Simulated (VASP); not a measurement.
Wanted: the native input for a VASP 6.6.1 run.

```yaml
Task: single point
Functional: PBEsol
Potentials_or_basis: VASP PAW PBE potentials, release 64 (Zr_sv, B)
Cutoff: 520 eV
k_mesh: 10 × 10 × 10
Occupations: fermi-dirac, width 0.05 eV
Spin: no spin polarisation
Dipole_correction: no
Further_INCAR_settings: ALGO = Normal; EDIFF = 1e-06; NBANDS = 14
```

The structure of ZrB lies in POSCAR:

```
ZrB
1.0
    0.0000000000      2.4307797815      2.4307797815
    2.4307797815      0.0000000000      2.4307797815
    2.4307797815      2.4307797815      0.0000000000
Zr B
1 1
Direct
    0.0000000000      0.0000000000      0.0000000000
    0.5000000000      0.5000000000      0.5000000000
```

The input as run:

INCAR

```
SYSTEM = ZrB
PREC = Accurate
ENCUT = 520
EDIFF = 1E-6
ISMEAR = -1
SIGMA = 0.05
LREAL = .FALSE.
LASPH = .TRUE.
NELM = 60
ALGO = Normal
ISIF = 2
LWAVE = .FALSE.
LCHARG = .TRUE.
GGA = PS
LELF = .TRUE.
LVHAR = .TRUE.
NBANDS = 14
```

KPOINTS

```
regular mesh
0
G
  10 10 10
  0 0 0
```

Potentials or basis: VASP PAW PBE potentials, release 64 (Zr_sv, B).

Command:

```sh
$ cat potpaw_PBE.64/Zr_sv/POTCAR potpaw_PBE.64/B/POTCAR > POTCAR
$ mpirun -np 1 vasp_std > vasp.out
```

Results of the run:

* Pressure: 0.2 GPa

Caveat: the PAW data sets were made with another functional, which shifts forces and pressure a little.

Wall time 19 s on 1 thread of Intel Xeon 6975P-C, with other jobs on the host, peak memory 0.17 GiB.
